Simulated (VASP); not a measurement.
Set up this calculation in VASP 6.6.1, as the native input.

- Task: electric field gradients
- Functional: PBE
- Potentials or basis: VASP PAW PBE potentials, release 64 (C, O)
- Cutoff: 520 eV
- k mesh: 4 × 4 × 4
- Occupations: fermi-dirac, width 0.02 eV
- Spin: no spin polarisation
- Dipole correction: no
- Further INCAR settings: ALGO = Normal; EDIFF = 1e-08; NBANDS = 44

The structure of CO2 lies in POSCAR:

```
CO2
1.0
    5.6300000000      0.0000000000      0.0000000000
    0.0000000000      5.6300000000      0.0000000000
    0.0000000000      0.0000000000      5.6300000000
C O
4 8
Direct
    0.0000000000      0.0000000000      0.0000000000
    0.5000000000      0.0000000000      0.5000000000
    0.5000000000      0.5000000000      0.0000000000
    0.0000000000      0.5000000000      0.5000000000
    0.1198097946      0.1198097946      0.1198097946
    0.3801902054      0.8801902054      0.6198097946
    0.6198097946      0.3801902054      0.8801902054
    0.8801902054      0.6198097946      0.3801902054
    0.8801902054      0.8801902054      0.8801902054
    0.6198097946      0.1198097946      0.3801902054
    0.3801902054      0.6198097946      0.1198097946
    0.1198097946      0.3801902054      0.6198097946
```

The input as run:

INCAR

```
PREC     = Accurate       # precision mode
ENCUT    = 520            # plane-wave cutoff, eV
EDIFF    = 1E-8           # SCF threshold, eV
ISMEAR   = -1             # smearing method
SIGMA    = 0.02           # smearing width, eV
LREAL    = F              # projectors in reciprocal space
LASPH    = T              # aspherical terms in the spheres
NELM     = 80             # most SCF steps
ALGO     = Normal         # electronic algorithm
ISIF     = 2              # what is computed and relaxed
LWAVE    = F              # write WAVECAR
LCHARG   = F              # write CHGCAR
GGA      = PE             # functional
LEFG     = T            
NBANDS   = 44             # bands
```

KPOINTS

```
regular mesh
0
Gamma
  4 4 4
```

Potentials or basis: VASP PAW PBE potentials, release 64 (C, O).

The run is started by

```console
$ cat potpaw_PBE.64/C/POTCAR potpaw_PBE.64/O/POTCAR > POTCAR
$ mpirun -np 1 vasp_std > vasp.out
```

It gave:

* Pressure: 2.8 GPa
* Largest force: 0.651 eV/Å
* Band gap on the k mesh: 6.77 eV
* Largest electric field gradient by atom: C -50.0; O +68.4 V/Å²

Caveat: this functional lacks dispersion, which holds the molecules together, so the pressure and a relaxed volume are unreliable; without QUAD_EFG the Cq values of the log hold for a quadrupole moment of 1 mb, not for the nuclei.

Wall time 110 s on 1 thread of AMD EPYC 7R43 64-Core Processor (Zen 3) (shared host), peak memory 0.23 GiB.
